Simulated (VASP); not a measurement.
Set up this calculation in VASP 6.6.1, as the native input.

- Task: single point
- Functional: PBE
- Potentials or basis: VASP PAW PBE potentials, release 64 (Si, C)
- Cutoff: 520 eV
- k mesh: 12 × 12 × 8
- Occupations: gaussian, width 0.05 eV
- Spin: no spin polarisation
- Dipole correction: no
- Further INCAR settings: ALGO = Normal; EDIFF = 1e-06; NBANDS = 16

The structure of SiC lies in POSCAR:

```
SiC
1.0
    3.0505405232      0.0000000000      0.0000000000
   -1.5252702616      2.6418455883      0.0000000000
    0.0000000000      0.0000000000      5.0044450083
Si C
2 2
Direct
    0.3333333333      0.6666666667      0.0045616578
    0.6666666667      0.3333333333      0.5045616578
    0.3333333333      0.6666666667      0.3804383422
    0.6666666667      0.3333333333      0.8804383422
```

This cell differs from its parent crystal: volume scaled by 0.960.

These files were run (other wordings do the same):

INCAR

```
ALGO = Normal
EDIFF = 1E-6
ENCUT = 520
GGA = PE
ISIF = 2
ISMEAR = 0
LASPH = True
LCHARG = False
LREAL = False
LWAVE = False
NBANDS = 16
NELM = 100
PREC = Accurate
SIGMA = 0.05
```

KPOINTS

```
k-points
0
Gamma
  12 12 8
```

Potentials or basis: VASP PAW PBE potentials, release 64 (Si, C).

Command:

```console
$ cat potpaw_PBE.64/Si/POTCAR potpaw_PBE.64/C/POTCAR > POTCAR
$ mpirun -np 1 vasp_std > vasp.out
```

Results of the run:

```json
{"Pressure": "9.4 GPa", "Largest force": "0.007 eV/Å", "Band gap on the k mesh": "2.23 eV, indirect (least direct gap 4.02 eV)"}
```

It took 38 s on 1 thread of Intel(R) Xeon(R) Platinum 8259CL CPU @ 2.50GHz (Skylake/Cascade Lake), on a shared host, peak memory 0.18 GiB.
